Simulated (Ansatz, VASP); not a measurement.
# Two plane-wave programs on Te

```
Te
1.0
     4.45400    0.00000    0.00000
    -2.22700    3.85728    0.00000
     0.00000    0.00000    5.92400
Te
3
Direct
  0.73100 0.73100 0.00000
  0.00000 0.26900 0.66667
  0.26900 0.00000 0.33333
```

Alike in both runs: task single point; functional PBE-based screened hybrid with a share of 0.5 of exact exchange and HFSCREEN = 0.2078699; k mesh 4 × 4 × 3; occupations fermi-dirac, width 0.05 eV; no spin polarisation.

```csv
,VASP,Ansatz
version,VASP 6.6.1,Ansatz 0.2.0
potentials or method,"VASP PAW PBE potentials, release 64 (Te)",Ansatz PAW
plane-wave cutoff (eV),520,420
valence electrons in the cell,18,48
```

Ansatz gave:

```
gap on the k mesh at the Fermi level (eV)                     : 1.86
least direct gap on the mesh (eV)                             : 2.09
pressure (GPa)                                                : -1.7
traceless stress, the component that is largest in VASP (GPa) : -1.33
rms of the force components (eV/Å)                            : 0.429
```

**Question.** Estimate VASP's values.

**Answer.** gap on the k mesh at the Fermi level (eV): 1.85; least direct gap on the mesh (eV): 2.05; pressure (GPa): -3.1; traceless stress, the component that is largest in VASP (GPa): -1.74; rms of the force components (eV/Å): 0.485.

VASP's potentials were made for PBE, not for PBE-based screened hybrid. Atom by atom the forces differ by 0.056 eV/Å (rms over components). The functional is the same, so the differences come from potentials, cutoffs and numerics. VASP's potentials hold 18 valence electrons a cell and Ansatz's 48, so a difference there can come from the potentials and not from the codes.

Neither program's run includes spin-orbit coupling. Noted on Ansatz's run: odd divisions of the mesh miss points on the zone boundary, where band edges often lie, so the gap on the mesh can be too wide.
